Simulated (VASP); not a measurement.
Write the native input for VASP 6.6.1 that does the following.

```yaml
Task: relaxation of cell and atoms
Functional: PBE
Potentials_or_basis: VASP PAW PBE potentials, release 64 (Sn_d, H, Br)
Cutoff: 600 eV
k_mesh: 3 × 3 × 3
Occupations: gaussian, width 0.15 eV
Spin: no spin polarisation
Dipole_correction: no
Further_INCAR_settings: ALGO = Normal; EDIFF = 1e-06; IBRION = 2; EDIFFG = -0.08; NSW = 36; ISIF = 3
```

The structure of Sn2H3Br lies in POSCAR:

```
Sn2H3Br
1.0
    0.0000000000      4.4639010500      4.4057822300
    2.5686851800      0.0000000000      4.4057822300
    2.5686851800      4.4639010500      0.0000000000
Sn H Br
2 3 1
Direct
    0.2514250100      0.2514250100      0.2485749900
    0.7514250100      0.7514250100      0.7485749900
    0.8352320300      0.8352320300      0.1647679700
    0.6672270500      0.3354190100      0.6645809900
    0.3354190100      0.6672270500      0.3327729500
    0.1592720200      0.1592720200      0.8407279800
```

The cell was built from a structure type or drawn by symmetry, and may not be a known phase.

One way to write it, as run:

INCAR

```
PREC = Accurate ; ENCUT = 600
EDIFF = 1E-6 ; ISMEAR = 0
SIGMA = 0.15 ; LREAL = F
LASPH = T ; NELM = 80
ALGO = Normal ; ISIF = 3
LWAVE = F ; LCHARG = F
GGA = PE ; IBRION = 2
NSW = 36 ; EDIFFG = -0.08
```

KPOINTS

```
Automatic mesh
0
Gamma
  3 3 3
```

Potentials or basis: VASP PAW PBE potentials, release 64 (Sn_d, H, Br).

Run with:

```sh
$ cat potpaw_PBE.64/Sn_d/POTCAR potpaw_PBE.64/H/POTCAR potpaw_PBE.64/Br/POTCAR > POTCAR
$ mpirun -np 1 vasp_std > vasp.out
```

Results of the run:

```yaml
Relaxed_volume: 24.27 Å³/atom
Relaxed_cell: a = 7.053 Å, b = 6.648 Å, c = 5.050 Å, α = 72.71°, β = 64.16°, γ = 43.13°
Space_group_after_relaxing_to_0.1_Å: Fmm2 (No. 42)
Energy_gained_by_relaxing: 580.9 meV/atom
Ionic_steps: 36
Pressure_after_relaxing: -0.1 GPa
Largest_force_after_relaxing: 0.044 eV/Å
Band_gap_on_the_k_mesh: 0.55 eV (least direct gap 0.65 eV)
```

Caveat: the k points lie up to 0.46 Å⁻¹ apart in the final cell; the volume moved by over 15 % at a fixed basis, so the end points are rough; spin-orbit coupling is left out, which moves the levels of the heavy elements; an odd mesh through Γ misses points on the zone boundary, where band edges can lie; the relaxation stopped at a loose force limit of 0.08 eV/Å, so its end isn't a converged minimum.

Wall time 22 min on 1 thread of Intel(R) Xeon(R) Platinum 8259CL CPU @ 2.50GHz (Skylake/Cascade Lake) (shared host), peak memory 0.31 GiB.
